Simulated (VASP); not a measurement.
# LaB6 (Pm-3m) in VASP: notebook, part 2 of 2

VASP 6.6.1.

## 3. Relaxation of cell and atoms, PBE

This run uses another cell than the first one, of 10.36 Å³/atom, 0.974 times its volume.

INCAR reads:

```
SYSTEM = LaB6
ALGO = Normal ; EDIFF = 1E-6
EDIFFG = -0.03 ; ENCUT = 600
GGA = PE ; IBRION = 2
ISIF = 3 ; ISMEAR = 0
LASPH = .True. ; LCHARG = .False.
LREAL = .False. ; LWAVE = .False.
NELM = 60 ; NSW = 80
PREC = Accurate ; SIGMA = 0.05
```

KPOINTS reads:

```
k-points
0
Gamma
  6 6 6
  0 0 0
```

POSCAR reads:

```
LaB6
1.0
    4.1708057416      0.0000000000      0.0000000000
    0.0000000000      4.1708057416      0.0000000000
    0.0000000000      0.0000000000      4.1708057416
La B
1 6
Direct
    0.0000000000      0.0000000000      0.0000000000
    0.2117000000      0.5000000000      0.5000000000
    0.7883000000      0.5000000000      0.5000000000
    0.5000000000      0.5000000000      0.2117000000
    0.5000000000      0.5000000000      0.7883000000
    0.5000000000      0.2117000000      0.5000000000
    0.5000000000      0.7883000000      0.5000000000
```

Potentials or basis: VASP PAW PBE potentials, release 64 (La, B).

Run with:

```console
> cat potpaw_PBE.64/La/POTCAR potpaw_PBE.64/B/POTCAR > POTCAR
> mpirun -np 1 vasp_std > vasp.out
```

OUTCAR:

```text
SYSTEM = LaB6
   EDIFF = 1E-6
   EDIFFG = -0.03
   ENCUT = 600
   GGA = PE
   IBRION = 2
   ISIF = 3
   ISMEAR = 0
   LASPH = .True.
   LREAL = .False.
   NELM = 60
   NSW = 80
   PREC = Accurate

 ion  position               nearest neighbor table
   1  0.000  0.000  0.000-
   2  0.212  0.500  0.500-   4 1.70   5 1.70   6 1.70   7 1.70   3 1.77
   3  0.788  0.500  0.500-   4 1.70   5 1.70   6 1.70   7 1.70   2 1.77
   4  0.500  0.500  0.212-   2 1.70   3 1.70   6 1.70   7 1.70   5 1.77
   5  0.500  0.500  0.788-   2 1.70   3 1.70   6 1.70   7 1.70   4 1.77
   6  0.500  0.212  0.500-   2 1.70   3 1.70   4 1.70   5 1.70   7 1.77
   7  0.500  0.788  0.500-   2 1.70   3 1.70   4 1.70   5 1.70   6 1.77

  LATTYP: Found a simple cubic cell.
 ALAT       =     4.1708057416

  Lattice vectors:

 A1 = (   4.1708057416,   0.0000000000,   0.0000000000)
 A2 = (   0.0000000000,   4.1708057416,   0.0000000000)
 A3 = (   0.0000000000,   0.0000000000,   4.1708057416)

Analysis of symmetry for initial positions (statically):
=====================================================================
 Subroutine PRICEL returns:
 Original cell was already a primitive cell.

 Routine SETGRP: Setting up the symmetry group for a
 simple cubic supercell.

 Subroutine GETGRP returns: Found 48 space group operations
 (whereof 48 operations were pure point group operations)
 out of a pool of 48 trial point group operations.

The static configuration has the point symmetry O_h .

Analysis of symmetry for dynamics (positions and initial velocities):
=====================================================================
 Subroutine PRICEL returns:
 Original cell was already a primitive cell.

 Routine SETGRP: Setting up the symmetry group for a
 simple cubic supercell.

 Subroutine GETGRP returns: Found 48 space group operations
 (whereof 48 operations were pure point group operations)
 out of a pool of 48 trial point group operations.

The dynamic configuration has the point symmetry O_h .

 Subroutine INISYM returns: Found 48 space group operations
 (whereof 48 operations are pure point group operations),
 and found     1 'primitive' translations

----------------------------------------------------------------------------------------

                                     Primitive cell

  volume of cell :      72.5538

  direct lattice vectors                    reciprocal lattice vectors
     4.170805742  0.000000000  0.000000000     0.239761826  0.000000000  0.000000000
     0.000000000  4.170805742  0.000000000     0.000000000  0.239761826  0.000000000
     0.000000000  0.000000000  4.170805742     0.000000000  0.000000000  0.239761826

  length of vectors
     4.170805742  4.170805742  4.170805742     0.239761826  0.239761826  0.239761826

  position of ions in fractional coordinates (direct lattice)
     0.000000000  0.000000000  0.000000000
     0.211700000  0.500000000  0.500000000
     0.788300000  0.500000000  0.500000000
     0.500000000  0.500000000  0.211700000
     0.500000000  0.500000000  0.788300000
     0.500000000  0.211700000  0.500000000
     0.500000000  0.788300000  0.500000000

  ion indices of the primitive-cell ions
   primitive index   ion index
                 1           1
                 2           2
                 3           3
                 4           4
                 5           5
                 6           6
                 7           7

----------------------------------------------------------------------------------------

 KPOINTS: k-points

Automatic generation of k-mesh.
 Grid dimensions read from file:
 generate k-points for:    6    6    6

 Generating k-lattice:

  Cartesian coordinates                     Fractional coordinates (reciprocal lattice)
     0.039960304  0.000000000  0.000000000     0.166666667  0.000000000  0.000000000
     0.000000000  0.039960304  0.000000000     0.000000000  0.166666667  0.000000000
     0.000000000  0.000000000  0.039960304     0.000000000  0.000000000  0.166666667

  Length of vectors
     0.039960304  0.039960304  0.039960304

  Shift w.r.t. Gamma in fractional coordinates (k-lattice)
     0.000000000  0.000000000  0.000000000

 Subroutine IBZKPT returns following result:
 ===========================================

 Found     20 irreducible k-points:

 Following reciprocal coordinates:
            Coordinates               Weight
  0.000000  0.000000  0.000000      1.000000
  0.166667  0.000000  0.000000      6.000000
  0.333333  0.000000  0.000000      6.000000
  0.500000  0.000000  0.000000      3.000000
  0.166667  0.166667  0.000000     12.000000
  0.333333  0.166667  0.000000     24.000000
[... 12 lines left out ...]
  0.500000  0.500000  0.333333      6.000000
  0.500000  0.500000  0.500000      1.000000
   k-points           NKPTS =     20   k-points in BZ     NKDIM =     20   number of bands    NBANDS=     18
   number of dos      NEDOS =    301   number of ions     NIONS =      7
   total plane-waves  NPLWV =  46656
   dimension x,y,z NGX =    36 NGY =   36 NGZ =   36
   dimension x,y,z NGXF=    72 NGYF=   72 NGZF=   72
   ions per type =               1   6
   NGX,Y,Z   is equivalent  to a cutoff of  14.35, 14.35, 14.35 a.u.
   NGXF,Y,Z  is equivalent  to a cutoff of  28.70, 28.70, 28.70 a.u.
 SYSTEM =  LaB6
   PREC   = accura    normal or accurate (medium, high low for compatibility)
   ISTART =      0    job   : 0-new  1-cont  2-samecut
   ICHARG =      2    charge: 1-file 2-atom 10-const
   ISPIN  =      1    spin polarized calculation?
   LNONCOLLINEAR =      F non collinear calculations
   LSORBIT =      F    spin-orbit coupling
   LASPH  =      T    aspherical Exc in radial PAW
   ENCUT  =  600.0 eV  44.10 Ry    6.64 a.u.   8.33  8.33  8.33*2*pi/ulx,y,z
   NELM   =     60;   NELMIN=  2; NELMDL= -5     # of ELM steps
   EDIFF  = 0.1E-05   stopping-criterion for ELM
   LREAL  =      F    real-space projection
   EDIFFG = -.3E-01   stopping-criterion for IOM
   NSW    =     80    number of steps for IOM
   IBRION =      2    ionic relax: 0-MD 1-quasi-New 2-CG
   NFREE  =      1    steps in history (QN), initial steepest desc. (CG)
   ISIF   =      3    stress and relaxation
   ISYM   =      2    0-nonsym 1-usesym 2-fastsym
   POTIM  = 0.5000    time-step for ionic-motion
   TEBEG  =    0.0;   TEEND  =   0.0 temperature during run
   PSTRESS=    0.0 pullay stress
   NELECT =      29.0000    total number of electrons
   NUPDOWN=      -1.0000    fix difference up-down
   EMIN   =  10.00;   EMAX   =-10.00  energy-range for DOS
   EFERMI =   0.00;   METHOD = LEGACY
   ISMEAR =     0;   SIGMA  =   0.05  broadening in eV -4-tet -1-fermi 0-gaus
   EFERMI_NEDOS =   21; number of points for ismear=-14 and -15
   IALGO  =     38    algorithm
   IMIX   =      4    mixing-type and parameters
     AMIX     =   0.40;   BMIX     =  1.00
     AMIX_MAG =   1.60;   BMIX_MAG =  1.00
  volume/ion in A,a.u.               =      10.36        69.95
  Fermi-wavevector in a.u.,A,eV,Ry     =   1.205927  2.278871 19.786394  1.454259
  Thomas-Fermi vector in A             =   2.341609
   LORBIT       =      0    0 simple, 1 ext, 2 COOP (PROOUT), +10 PAW based schemes
   GGA     = PE    functional components
   LHFCALC =     F    Hartree Fock is set to
   AEXX    =    0.0000 exact exchange contribution
   IVDW    =     0    specifies the selected vdW correction
   LEPSILON=     F    determine dielectric tensor
   LRPA    =     F    only Hartree local field effects (RPA)
 conjugate gradient relaxation of ions
 non-spin polarized calculation
 Gauss-broadening in eV      SIGMA  =   0.05
  energy-cutoff  :      600.00
  volume of cell :       72.55
 maximum number of plane-waves:      2469
 NGX is ok and might be reduce to    36
   NGX = 17   NGY = 17   NGZ = 17

--------------------------------------- Ionic step        1  -------------------------------------------

 number of electron      29.0000001 magnetization

 Free energy of the ion-electron system (eV)
  ---------------------------------------------------
  ext. energy  EPLUGINS =         0.00000000
  ---------------------------------------------------
  free energy    TOTEN  =       -48.60363229 eV

  energy without entropy =      -48.60060009  energy(sigma->0) =      -48.60211619

------------------------ aborting loop because EDIFF is reached ----------------------------------------

  FORCE on cell =-STRESS in cart. coord.  units (eV):
  Direction    XX          YY          ZZ          XY          YZ          ZX
  --------------------------------------------------------------------------------------
  -------------------------------------------------------------------------------------
  Total        1.1044422      1.1044422      1.1044422      0.0000000     -0.0000000     -0.0000000
  in kB       24.3889837     24.3889837     24.3889837      0.0000000     -0.0000000     -0.0000000
  external PRESSURE =      24.3889837 kB  Pullay stress =       0.0000000 kB
[... 272 lines left out ...]
  energy  without entropy=      -49.0452423637  energy(sigma->0) =      -49.04618901

--------------------------------------- Ionic step        8  -------------------------------------------

 number of electron      29.0000000 magnetization

 Free energy of the ion-electron system (eV)
  ---------------------------------------------------
  ext. energy  EPLUGINS =         0.00000000
  ---------------------------------------------------
  free energy    TOTEN  =       -49.04768578 eV

  energy without entropy =      -49.04586836  energy(sigma->0) =      -49.04677707

 E-fermi :   8.6027     XC(G=0): -11.2614

 val. band max:        8.5843362880   @ k =   0.5000   0.3333   0.0000
 cond. band min:       8.6596454414   @ k =   0.1667   0.1667   0.0000
 fundamental gap:      0.0753091534
 Fermi energy:         8.6026731518

 k-point     1 :       0.0000    0.0000    0.0000
  band No.  band energies     occupation
      1     -24.4836      2.00000
      2      -8.2127      2.00000
      3      -8.2127      2.00000
      4      -8.2127      2.00000
      5      -6.9476      2.00000
      6       0.6748      2.00000
[... 10 lines left out ...]
     17       8.7936      0.00000
     18      10.0905      0.00000
[... 431 lines left out ...]
  FREE ENERGIE OF THE ION-ELECTRON SYSTEM (eV)
  ---------------------------------------------------
  free  energy   TOTEN  =       -49.0476857823 eV

  energy  without entropy=      -49.0458683553  energy(sigma->0) =      -49.04677707

 reached required accuracy - stopping structural energy minimisation
```

Run time: 3.4 min. Hardware: 1 thread of Intel Xeon 6975P-C, shared host; peak memory 0.23 GiB.

What came out:

| Item | Value |
| --- | --- |
| Free energy | -49.0477 eV |
| Relaxed volume | 10.24 Å³/atom |
| Relaxed cell | a = 4.154 Å, b = 4.154 Å, c = 4.154 Å, α = 90.00°, β = 90.00°, γ = 90.00° |
| Space group after relaxing (to 0.05 Å) | Pm-3m (No. 221) |
| Energy gained by relaxing | 63.4 meV/atom |
| Ionic steps | 8 |
| Pressure after relaxing | 0.0 GPa |

Step by step:
| step | energy change (eV) | largest force (eV/Å) | pressure (GPa) | volume (Å³) |
| --- | --- | --- | --- | --- |
| 1 | 0.0000 | 2.9386 | 2.44 | 72.55 |
| 2 | 1.2562 | 6.2194 | -2.54 | 74.22 |
| 3 | -0.4283 | 0.0387 | -3.41 | 73.13 |
| 4 | -0.4286 | 0.0382 | -3.32 | 73.11 |
| 5 | -0.4416 | 0.1152 | 1.15 | 71.17 |
| 6 | -0.4438 | 0.0690 | -0.13 | 71.70 |
| 7 | -0.4435 | 0.1062 | 0.21 | 71.62 |
| 8 | -0.4441 | 0.0001 | 0.00 | 71.67 |

Final structure:
```
CELL_PARAMETERS angstrom
4.15382 0.00000 0.00000
0.00000 4.15382 0.00000
0.00000 0.00000 4.15382
ATOMIC_POSITIONS crystal
La 0.00000 0.00000 0.00000
B 0.19964 0.50000 0.50000
B 0.80036 0.50000 0.50000
B 0.50000 0.50000 0.19964
B 0.50000 0.50000 0.80036
B 0.50000 0.19964 0.50000
B 0.50000 0.80036 0.50000
```

Caveat: spin-orbit coupling is left out, which moves the levels of the heavy elements.

## 4. Single point, r2SCAN (volume scaled by 1.070)

POSCAR reads:

```
LaB6
1.0
    4.2470554559      0.0000000000      0.0000000000
    0.0000000000      4.2470554559      0.0000000000
    0.0000000000      0.0000000000      4.2470554559
La B
1 6
Direct
    0.0000000000      0.0000000000      0.0000000000
    0.2011105048      0.5000000000      0.5000000000
    0.7988894952      0.5000000000      0.5000000000
    0.5000000000      0.5000000000      0.2011105048
    0.5000000000      0.5000000000      0.7988894952
    0.5000000000      0.2011105048      0.5000000000
    0.5000000000      0.7988894952      0.5000000000
```

INCAR.step1 reads:

```
SYSTEM = LaB6
ALGO     = Normal         ! electronic algorithm
EDIFF    = 1E-4           ! SCF threshold, eV
ENCUT    = 520            ! plane-wave cutoff, eV
GGA      = PE             ! functional
ISMEAR   = 0              ! smearing method
LASPH    = .TRUE.         ! aspherical terms in the spheres
LCHARG   = .FALSE.        ! write CHGCAR
LREAL    = .FALSE.        ! projectors in reciprocal space
LWAVE    = .TRUE.         ! write WAVECAR
NBANDS   = 24             ! bands
NELM     = 80             ! most SCF steps
PREC     = Accurate       ! precision mode
SIGMA    = 0.05           ! smearing width, eV
```

INCAR.step2 reads:

```
SYSTEM = LaB6
ALGO     = Normal         ! electronic algorithm
EDIFF    = 1E-6           ! SCF threshold, eV
ENCUT    = 520            ! plane-wave cutoff, eV
ISIF     = 2              ! what is computed and relaxed
ISMEAR   = 0              ! smearing method
ISTART   = 1            
LASPH    = .TRUE.         ! aspherical terms in the spheres
LCHARG   = .FALSE.        ! write CHGCAR
LMIXTAU  = .TRUE.       
LREAL    = .FALSE.        ! projectors in reciprocal space
LWAVE    = .FALSE.        ! write WAVECAR
METAGGA  = R2SCAN         ! meta-GGA
NBANDS   = 24             ! bands
NELM     = 80             ! most SCF steps
PREC     = Accurate       ! precision mode
SIGMA    = 0.05           ! smearing width, eV
```

KPOINTS reads:

```
k-points
0
G
  8 8 8
  0 0 0
```

Run with:

```console
> cat potpaw_PBE.64/La/POTCAR potpaw_PBE.64/B/POTCAR > POTCAR
> cp INCAR.step1 INCAR
> mpirun -np 1 vasp_std > vasp.out
> cp INCAR.step2 INCAR
> mpirun -np 1 vasp_std > vasp.out
```

It took 3.1 min on 1 thread of Intel Xeon 6975P-C, shared host; peak memory 0.23 GiB.

Results (log left out):

```yaml
Free_energy: -78.0466 eV
Pressure: -10.8 GPa
Largest_force: 0.015 eV/Å
```

Forces on the atoms (eV/Å):
```
La   0.000  0.000  0.000
B   -0.015  0.000  0.000
B    0.015  0.000  0.000
B    0.000  0.000 -0.015
B    0.000  0.000  0.015
B    0.000 -0.015  0.000
B    0.000  0.015  0.000
```

Levels at points of the mesh, in eV from the Fermi level:
| k point | band 12 | band 13 | band 14 | band 15 | band 16 | band 17 |
| --- | --- | --- | --- | --- | --- | --- |
| (0.00, 0.00, 0.00) | -1.97 | -1.97 | -1.97 | 0.27 | 0.27 | 0.27 |
| (0.50, 0.00, 0.00) | -3.63 | -3.32 | -2.35 | -1.60 | 1.47 | 1.49 |
| (0.50, 0.50, 0.00) | -4.51 | -3.01 | -3.01 | 1.05 | 1.05 | 1.90 |
| (0.50, 0.50, 0.50) | -2.52 | -2.52 | -2.52 | 1.45 | 1.74 | 1.74 |

Caveat: the cell differs from its parent crystal (volume scaled by 1.070); the PAW data sets were made with another functional, which shifts forces and pressure a little; spin-orbit coupling is left out, which moves the levels of the heavy elements.

## 5. The runs side by side

| task | level | cell | k mesh | cutoff (eV) | gap on the mesh (eV) | pressure (GPa) | largest force (eV/Å) |
| --- | --- | --- | --- | --- | --- | --- | --- |
| single point | r2SCAN | a = 4.207 Å, 7 atoms | 8 × 8 × 8 | 520 | none | -6.6 | 0.02 |
| relaxation of cell and atoms | PBE | relaxed from a = 4.171 Å, 7 atoms | 6 × 6 × 6 | 600 | none | 0.0 | - |
| single point | r2SCAN | a = 4.247 Å, 7 atoms | 8 × 8 × 8 | 520 | none | -10.8 | 0.01 |

Alike in all rows: potentials or basis VASP PAW PBE potentials, release 64 (La, B); no spin polarisation; smearing gaussian 0.05 eV.

Caveats: spin-orbit coupling is left out, which moves the levels of the heavy elements; the PAW data sets were made with another functional, which shifts forces and pressure a little (some runs).

Total energies depend on the potentials used, so only differences within one code and one set of settings carry meaning.
